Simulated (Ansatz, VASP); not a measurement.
VWC2 in VASP and in Ansatz

The input INCAR:

```
SYSTEM = VWC2
PREC = Accurate ; ENCUT = 520
EDIFF = 1E-6 ; ISMEAR = -1
SIGMA = 0.05 ; LREAL = .False.
LASPH = .True. ; NELM = 150
ALGO = Normal ; ISIF = 2
LWAVE = .False. ; LCHARG = .False.
ISPIN = 2 ; MAGMOM = 0 3 0 0
LORBIT = 11 ; NUPDOWN = 3.0
LMAXMIX = 4 ; GGA = PE
NBANDS = 30
```

The input KPOINTS:

```
regular mesh
0
Gamma
  9 9 9
  0 0 0
```

File POSCAR:

```
VWC2
1.0
    1.5170411163      0.8758640969      4.9338931930
   -1.5170411163      0.8758640969      4.9338931930
    0.0000000000     -1.7517281937      4.9338931930
W V C
1 1 2
Direct
    0.0000000000      0.0000000000      0.0000000000
    0.5000000000      0.5000000000      0.5000000000
    0.2464940000      0.2464940000      0.2464940000
    0.7535060000      0.7535060000      0.7535060000
```

Contents of input.yaml:

```yaml
crystal:
  lattice:
    - [1.5170411163, 0.8758640969, 4.933893193]
    - [-1.5170411163, 0.8758640969, 4.933893193]
    - [0.0, -1.7517281937, 4.933893193]
  atoms:
    - { symbol: W, position: [0.0, 0.0, 0.0] }
    - { symbol: V, position: [0.5, 0.5, 0.5], spin: 3.0 }
    - { symbol: C, position: [0.246494, 0.246494, 0.246494] }
    - { symbol: C, position: [0.753506, 0.753506, 0.753506] }
hamiltonian:
  xc: pbe
  pseudopotentials: { kind: paw }
magnetization:
  spin_polarized: true
  initial_magnetization: 3.0
  spin_locking: { lock_magnetization: hard }
kpoints:
  mp_grid: { grid: [9, 9, 9] }
scf:
  occupations: { method: fermi_dirac, width: 0.05 }
  lower_state_search: "off"
output:
  forces: true
  stress: true
  eigenvalues: true
  write_density: true
  write_potential: true
  elf: true
  volumetric_format: npy
```

Alike in both runs: task single point; functional PBE; k mesh 9 × 9 × 9; occupations fermi-dirac, width 0.05 eV; collinear spin; fixed moment 3 μB.

|  | VASP | Ansatz |
| --- | --- | --- |
| version | VASP 6.6.1 | Ansatz 0.2.0 |
| potentials or method | VASP PAW PBE potentials, release 64 (W_sv, V_sv, C) | Ansatz PAW |
| plane-wave cutoff (eV) | 520 | 420 |
| valence electrons in the cell | 35 | 35 |

Ansatz gave:

- pressure (GPa): 11.4
- traceless stress, the component that is largest in VASP (GPa): -1.11
- rms of the force components (eV/Å): 0.247
- net moment per atom (μB): 0.75
- size of the moment on the site where the two differ most (μB): 0.52

Problem. Estimate VASP's values.

Solution. Pressure (GPa): 12.2; traceless stress, the component that is largest in VASP (GPa): -1.15; rms of the force components (eV/Å): 0.242; net moment per atom (μB): 0.75; size of the moment on the site where the two differ most (μB): 0.80.

Site moments also hang on the region over which each program counts them. Atom by atom the forces differ by 0.005 eV/Å (rms over components). With one functional, cell and mesh, what is left measures potentials, basis and numerics.

Neither program's run includes spin-orbit coupling.
